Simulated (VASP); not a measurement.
# SnO (P4/nmm) in VASP: a series of runs

Runs on SnO. Level: PBE. Tasks: single point.

All numbers are computed with VASP 6.6.1; they aren't measurements. Logs are shortened: lines on timing, memory, paths and dates and some standing lists are left out, and cuts for length are marked.

### 1 The cell of the first run

The structure is tetragonal, space group P4/nmm (No. 129). Conventional cell: a = 3.868 Å, b = 3.868 Å, c = 5.068 Å, α = 90.00°, β = 90.00°, γ = 90.00°. Within 3.0 Å of Sn (site symmetry 4mm) lie 4 O at 2.25 Å. O (site symmetry -4m2) has 4 Sn at 2.25 Å and 4 O at 2.74 Å within 3.0 Å.

### 2 Single point, PBE

Contents of INCAR:

```
PREC = Accurate ; ENCUT = 520
EDIFF = 1E-7 ; ISMEAR = 0
SIGMA = 0.02 ; LREAL = False
LASPH = True ; NELM = 100
ALGO = Normal ; ISIF = 2
LWAVE = False ; LCHARG = False
GGA = PE ; NBANDS = 28
```

Contents of KPOINTS:

```
Automatic mesh
0
Gamma
  10 10 8
```

Contents of POSCAR:

```
SnO
1.0
    3.8683851360      0.0000000000      0.0000000000
    0.0000000000      3.8683851360      0.0000000000
    0.0000000000      0.0000000000      5.0681278375
Sn O
2 2
Direct
    0.5000000000      0.0000000000      0.2286562985
    0.0000000000      0.5000000000      0.7713437015
    0.0000000000      0.0000000000      0.0000000000
    0.5000000000      0.5000000000      0.0000000000
```

Potentials or basis: VASP PAW PBE potentials, release 64 (Sn_d, O).

Launch:

```bash
$ cat potpaw_PBE.64/Sn_d/POTCAR potpaw_PBE.64/O/POTCAR > POTCAR
$ mpirun -np 1 vasp_std > vasp.out
```

OUTCAR:

```text
PREC = Accurate
   ENCUT = 520
   EDIFF = 1E-7
   ISMEAR = 0
   LREAL = False
   LASPH = True
   NELM = 100
   ISIF = 2
   GGA = PE

 ion  position               nearest neighbor table
   1  0.500  0.000  0.229-   3 2.25   4 2.25   4 2.25   3 2.25   2 3.59   2 3.59   2 3.59   2 3.59

   2  0.000  0.500  0.771-   3 2.25   4 2.25   3 2.25   4 2.25   1 3.59   1 3.59   1 3.59   1 3.59

   3  0.000  0.000  0.000-   1 2.25   2 2.25   2 2.25   1 2.25
   4  0.500  0.500  0.000-   1 2.25   2 2.25   1 2.25   2 2.25

  LATTYP: Found a simple tetragonal cell.
 ALAT       =     3.8683851360
 C/A-ratio  =     1.3101404486

  Lattice vectors:

 A1 = (   3.8683851360,   0.0000000000,   0.0000000000)
 A2 = (   0.0000000000,   3.8683851360,   0.0000000000)
 A3 = (   0.0000000000,   0.0000000000,   5.0681278375)

Analysis of symmetry for initial positions (statically):
=====================================================================
 Subroutine PRICEL returns:
 Original cell was already a primitive cell.

 Routine SETGRP: Setting up the symmetry group for a
 simple tetragonal supercell.

 Subroutine GETGRP returns: Found 16 space group operations
 (whereof  8 operations were pure point group operations)
 out of a pool of 16 trial point group operations.

The static configuration has the point symmetry D_2d.
 The point group associated with its full space group is D_4h.

Analysis of symmetry for dynamics (positions and initial velocities):
=====================================================================
 Subroutine PRICEL returns:
 Original cell was already a primitive cell.

 Routine SETGRP: Setting up the symmetry group for a
 simple tetragonal supercell.

 Subroutine GETGRP returns: Found 16 space group operations
 (whereof  8 operations were pure point group operations)
 out of a pool of 16 trial point group operations.

The dynamic configuration has the point symmetry D_2d.
 The point group associated with its full space group is D_4h.

 Subroutine INISYM returns: Found 16 space group operations
 (whereof  8 operations are pure point group operations),
 and found     1 'primitive' translations

----------------------------------------------------------------------------------------

                                     Primitive cell

  volume of cell :      75.8415

  direct lattice vectors                    reciprocal lattice vectors
     3.868385136  0.000000000  0.000000000     0.258505801  0.000000000  0.000000000
     0.000000000  3.868385136  0.000000000     0.000000000  0.258505801  0.000000000
     0.000000000  0.000000000  5.068127837     0.000000000  0.000000000  0.197311519

  length of vectors
     3.868385136  3.868385136  5.068127837     0.258505801  0.258505801  0.197311519

  position of ions in fractional coordinates (direct lattice)
     0.500000000  0.000000000  0.228656298
     0.000000000  0.500000000  0.771343702
     0.000000000  0.000000000  0.000000000
     0.500000000  0.500000000  0.000000000

  ion indices of the primitive-cell ions
   primitive index   ion index
                 1           1
                 2           2
                 3           3
                 4           4

----------------------------------------------------------------------------------------

 KPOINTS: Automatic mesh

Automatic generation of k-mesh.
 Grid dimensions read from file:
 generate k-points for:   10   10    8

 Generating k-lattice:

  Cartesian coordinates                     Fractional coordinates (reciprocal lattice)
     0.025850580  0.000000000  0.000000000     0.100000000  0.000000000  0.000000000
     0.000000000  0.025850580  0.000000000     0.000000000  0.100000000  0.000000000
     0.000000000  0.000000000  0.024663940     0.000000000  0.000000000  0.125000000

  Length of vectors
     0.025850580  0.025850580  0.024663940

  Shift w.r.t. Gamma in fractional coordinates (k-lattice)
     0.000000000  0.000000000  0.000000000

 Subroutine IBZKPT returns following result:
 ===========================================

 Found    105 irreducible k-points:

 Following reciprocal coordinates:
            Coordinates               Weight
  0.000000  0.000000  0.000000      1.000000
  0.100000  0.000000  0.000000      4.000000
  0.200000  0.000000  0.000000      4.000000
  0.300000  0.000000  0.000000      4.000000
  0.400000  0.000000  0.000000      4.000000
  0.500000  0.000000  0.000000      2.000000
[... 16 lines left out ...]
  0.100000  0.000000  0.125000      8.000000
  0.200000  0.000000  0.125000      8.000000
 [... further k-points ...]
   k-points           NKPTS =    105   k-points in BZ     NKDIM =    105   number of bands    NBANDS=     28
   number of dos      NEDOS =    301   number of ions     NIONS =      4
   total plane-waves  NPLWV =  36000
   dimension x,y,z NGX =    30 NGY =   30 NGZ =   40
   dimension x,y,z NGXF=    60 NGYF=   60 NGZF=   80
   ions per type =               2   2
   NGX,Y,Z   is equivalent  to a cutoff of  12.89, 12.89, 13.12 a.u.
   NGXF,Y,Z  is equivalent  to a cutoff of  25.79, 25.79, 26.24 a.u.
 SYSTEM =  unknown system
   PREC   = accura    normal or accurate (medium, high low for compatibility)
   ISTART =      0    job   : 0-new  1-cont  2-samecut
   ICHARG =      2    charge: 1-file 2-atom 10-const
   ISPIN  =      1    spin polarized calculation?
   LNONCOLLINEAR =      F non collinear calculations
   LSORBIT =      F    spin-orbit coupling
   LASPH  =      T    aspherical Exc in radial PAW
   ENCUT  =  520.0 eV  38.22 Ry    6.18 a.u.   7.19  7.19  9.42*2*pi/ulx,y,z
   NELM   =    100;   NELMIN=  2; NELMDL= -5     # of ELM steps
   EDIFF  = 0.1E-06   stopping-criterion for ELM
   LREAL  =      F    real-space projection
   EDIFFG = 0.1E-05   stopping-criterion for IOM
   NSW    =      0    number of steps for IOM
   IBRION =     -1    ionic relax: 0-MD 1-quasi-New 2-CG
   NFREE  =      0    steps in history (QN), initial steepest desc. (CG)
   ISIF   =      2    stress and relaxation
   ISYM   =      2    0-nonsym 1-usesym 2-fastsym
   POTIM  = 0.5000    time-step for ionic-motion
   TEBEG  =    0.0;   TEEND  =   0.0 temperature during run
   PSTRESS=    0.0 pullay stress
   NELECT =      40.0000    total number of electrons
   NUPDOWN=      -1.0000    fix difference up-down
   EMIN   =  10.00;   EMAX   =-10.00  energy-range for DOS
   EFERMI =   0.00;   METHOD = LEGACY
   ISMEAR =     0;   SIGMA  =   0.02  broadening in eV -4-tet -1-fermi 0-gaus
   EFERMI_NEDOS =   21; number of points for ismear=-14 and -15
   IALGO  =     38    algorithm
   IMIX   =      4    mixing-type and parameters
     AMIX     =   0.40;   BMIX     =  1.00
     AMIX_MAG =   1.60;   BMIX_MAG =  1.00
  volume/ion in A,a.u.               =      18.96       127.95
  Fermi-wavevector in a.u.,A,eV,Ry     =   1.322693  2.499528 23.803633  1.749518
  Thomas-Fermi vector in A             =   2.452356
   LORBIT       =      0    0 simple, 1 ext, 2 COOP (PROOUT), +10 PAW based schemes
   GGA     = PE    functional components
   LHFCALC =     F    Hartree Fock is set to
   AEXX    =    0.0000 exact exchange contribution
   IVDW    =     0    specifies the selected vdW correction
   LEPSILON=     F    determine dielectric tensor
   LRPA    =     F    only Hartree local field effects (RPA)
 non-spin polarized calculation
 Gauss-broadening in eV      SIGMA  =   0.02
  energy-cutoff  :      520.00
  volume of cell :       75.84
 maximum number of plane-waves:      2064
 NGX is ok and might be reduce to    30
   NGX = 15   NGY = 15   NGZ = 19

 number of electron      39.9999995 magnetization

 Free energy of the ion-electron system (eV)
  ---------------------------------------------------
  ext. energy  EPLUGINS =         0.00000000
  ---------------------------------------------------
  free energy    TOTEN  =       -22.72592300 eV

  energy without entropy =      -22.72592300  energy(sigma->0) =      -22.72592300

 E-fermi :   6.3016     XC(G=0):  -9.8199

 val. band max:        6.1292860262   @ k =   0.1000   0.0000   0.0000
 cond. band min:       6.6386379900   @ k =   0.5000   0.5000   0.0000
 fundamental gap:      0.5093519638
 Fermi energy:         6.3016440934

 k-point     1 :       0.0000    0.0000    0.0000
  band No.  band energies     occupation
      1     -15.6116      2.00000
      2     -15.2475      2.00000
      3     -15.2426      2.00000
      4     -15.2426      2.00000
      5     -15.2132      2.00000
      6     -15.1986      2.00000
[... 20 lines left out ...]
     27      13.0869      0.00000
     28      13.5945      0.00000

 k-point     2 :       0.1000    0.0000    0.0000
  band No.  band energies     occupation
      1     -15.6065      2.00000
      2     -15.2462      2.00000
      3     -15.2412      2.00000
      4     -15.2409      2.00000
      5     -15.2143      2.00000
      6     -15.1957      2.00000
[... 20 lines left out ...]
     27      13.2678      0.00000
     28      14.3379      0.00000

 k-point     3 :       0.2000    0.0000    0.0000
  band No.  band energies     occupation
      1     -15.5917      2.00000
      2     -15.2746      2.00000
      3     -15.2376      2.00000
      4     -15.2359      2.00000
      5     -15.2172      2.00000
      6     -15.2168      2.00000
[... 20 lines left out ...]
     27      13.4691      0.00000
     28      15.8051      0.00000

 k-point     4 :       0.3000    0.0000    0.0000
  band No.  band energies     occupation
      1     -15.5684      2.00000
      2     -15.3516      2.00000
      3     -15.2332      2.00000
      4     -15.2281      2.00000
      5     -15.2209      2.00000
      6     -15.2125      2.00000
[... 578 lines left out ...]
     27      12.9888      0.00000
     28      13.7027      0.00000

 k-point    23 :       0.1000    0.0000    0.1250
  band No.  band energies     occupation
      1     -15.6053      2.00000
      2     -15.2480      2.00000
      3     -15.2395      2.00000
      4     -15.2384      2.00000
      5     -15.2131      2.00000
      6     -15.1947      2.00000
[... 20 lines left out ...]
     27      13.2337      0.00000
     28      14.3850      0.00000

 k-point    24 :       0.2000    0.0000    0.1250
  band No.  band energies     occupation
      1     -15.5910      2.00000
      2     -15.2776      2.00000
      3     -15.2378      2.00000
      4     -15.2332      2.00000
      5     -15.2176      2.00000
      6     -15.2158      2.00000
[... 20 lines left out ...]
     27      13.5451      0.00000
     28      15.7822      0.00000

 [... further k-points ...]

------------------------ aborting loop because EDIFF is reached ----------------------------------------

  FORCE on cell =-STRESS in cart. coord.  units (eV):
  Direction    XX          YY          ZZ          XY          YZ          ZX
  --------------------------------------------------------------------------------------
  -------------------------------------------------------------------------------------
  Total        0.0864958      0.0864958      0.1162682      0.0000000      0.0000000      0.0000000
  in kB        1.8272525      1.8272525      2.4562045      0.0000000      0.0000000      0.0000000
  external PRESSURE =       2.0369031 kB  Pullay stress =       0.0000000 kB

 VOLUME and BASIS-vectors are now :
 -----------------------------------------------------------------------------
  energy-cutoff  :      520.00
  volume of cell :       75.84
      direct lattice vectors                 reciprocal lattice vectors
     3.868385136  0.000000000  0.000000000     0.258505801  0.000000000  0.000000000
     0.000000000  3.868385136  0.000000000     0.000000000  0.258505801  0.000000000
     0.000000000  0.000000000  5.068127837     0.000000000  0.000000000  0.197311519

 POSITION                                       TOTAL-FORCE (eV/Angst)
 -----------------------------------------------------------------------------------
      1.93419      0.00000      1.15886         0.000000      0.000000      0.079952
      0.00000      1.93419      3.90927        -0.000000      0.000000     -0.079952
      0.00000      0.00000      0.00000        -0.000000      0.000000     -0.000000
      1.93419      1.93419      0.00000        -0.000000     -0.000000     -0.000000
 -----------------------------------------------------------------------------------
    total drift:                                0.000000      0.000000      0.000000

  FREE ENERGIE OF THE ION-ELECTRON SYSTEM (eV)
  ---------------------------------------------------
  free  energy   TOTEN  =       -22.7259229953 eV

  energy  without entropy=      -22.7259229953  energy(sigma->0) =      -22.72592300
```

It took 6.5 min on 1 thread of Intel Xeon Platinum 8259CL at 2.50GHz (Skylake/Cascade Lake), shared host; peak memory 0.3 GiB.

Results:

- Free energy: -22.7259 eV
- Pressure: 0.2 GPa
- Largest force: 0.080 eV/Å
- Band gap on the k mesh: 0.51 eV, indirect (least direct gap 1.91 eV)

Forces in eV/Å, atoms in the order of the input:
```
Sn   0.000  0.000  0.080
Sn   0.000  0.000 -0.080
O    0.000  0.000  0.000
O    0.000  0.000  0.000
```

Levels at points of the mesh, in eV from the valence-band top:
| k point | band 16 | band 17 | band 18 | band 19 | band 20 | band 21 | band 22 | band 23 | band 24 | band 25 |
| --- | --- | --- | --- | --- | --- | --- | --- | --- | --- | --- |
| (0.00, 0.00, 0.00) | -5.82 | -3.15 | -2.88 | -2.88 | 0.00 | 1.91 | 4.06 | 4.92 | 4.92 | 5.52 |
| (0.50, 0.00, 0.00) | -4.62 | -4.47 | -4.47 | -2.33 | -2.33 | 3.04 | 3.04 | 5.68 | 5.68 | 5.94 |
| (0.50, 0.50, 0.00) | -4.74 | -2.24 | -2.24 | -1.74 | -1.74 | 0.51 | 0.51 | 4.56 | 4.56 | 6.80 |
| (0.00, 0.00, 0.50) | -3.41 | -3.20 | -2.90 | -2.90 | -1.93 | 1.72 | 3.31 | 3.31 | 3.76 | 7.69 |
| (0.50, 0.00, 0.50) | -5.00 | -4.45 | -4.45 | -1.53 | -1.53 | 2.48 | 2.48 | 5.56 | 5.56 | 6.37 |
| (0.50, 0.50, 0.50) | -5.08 | -2.34 | -2.34 | -2.24 | -2.24 | 2.62 | 2.62 | 3.75 | 3.75 | 5.51 |

Caveat: spin-orbit coupling is left out, which moves the levels of the heavy elements.

### 3 Single point, PBE

Contents of INCAR:

```
SYSTEM = SnO
ALGO = Normal ; EDIFF = 1E-6
ENCUT = 520 ; GGA = PE
ISIF = 2 ; ISMEAR = 0
LASPH = .TRUE. ; LCHARG = .FALSE.
LREAL = .FALSE. ; LWAVE = .FALSE.
NBANDS = 28 ; NELM = 80
PREC = Accurate ; SIGMA = 0.02
```

Contents of KPOINTS:

```
k-points
0
G
  10 10 8
  0 0 0
```

POSCAR is that of step 2.

Potentials or basis: VASP PAW PBE potentials, release 64 (Sn_d, O).

Launch:

```bash
$ cat potpaw_PBE.64/Sn_d/POTCAR potpaw_PBE.64/O/POTCAR > POTCAR
$ mpirun -np 1 vasp_std > vasp.out
```

It took 6 min on 1 thread of Intel Xeon Platinum 8259CL at 2.50GHz (Skylake/Cascade Lake), shared host; peak memory 0.3 GiB.

Results (log left out):

| Quantity | Value |
| --- | --- |
| Free energy | -22.7259 eV |
| Pressure | 0.2 GPa |
| Largest force | 0.080 eV/Å |
| Band gap on the k mesh | 0.51 eV, indirect (least direct gap 1.91 eV) |

Forces on the atoms (eV/Å):
```
Sn   0.000  0.000  0.080
Sn   0.000  0.000 -0.080
O    0.000  0.000  0.000
O    0.000  0.000  0.000
```

Levels at points of the mesh, in eV from the valence-band top:
```tsv
k point	band 18	band 19	band 20	band 21	band 22	band 23
(0.00, 0.00, 0.00)	-2.88	-2.88	0.00	1.91	4.06	4.92
(0.50, 0.00, 0.00)	-4.47	-2.33	-2.33	3.04	3.04	5.68
(0.50, 0.50, 0.00)	-2.24	-1.74	-1.74	0.51	0.51	4.56
(0.00, 0.00, 0.50)	-2.90	-2.90	-1.93	1.72	3.31	3.31
(0.50, 0.00, 0.50)	-4.45	-1.53	-1.53	2.48	2.48	5.56
(0.50, 0.50, 0.50)	-2.34	-2.24	-2.24	2.62	2.62	3.75
```

Caveat: spin-orbit coupling is left out, which moves the levels of the heavy elements. A k mesh can miss the band edges.
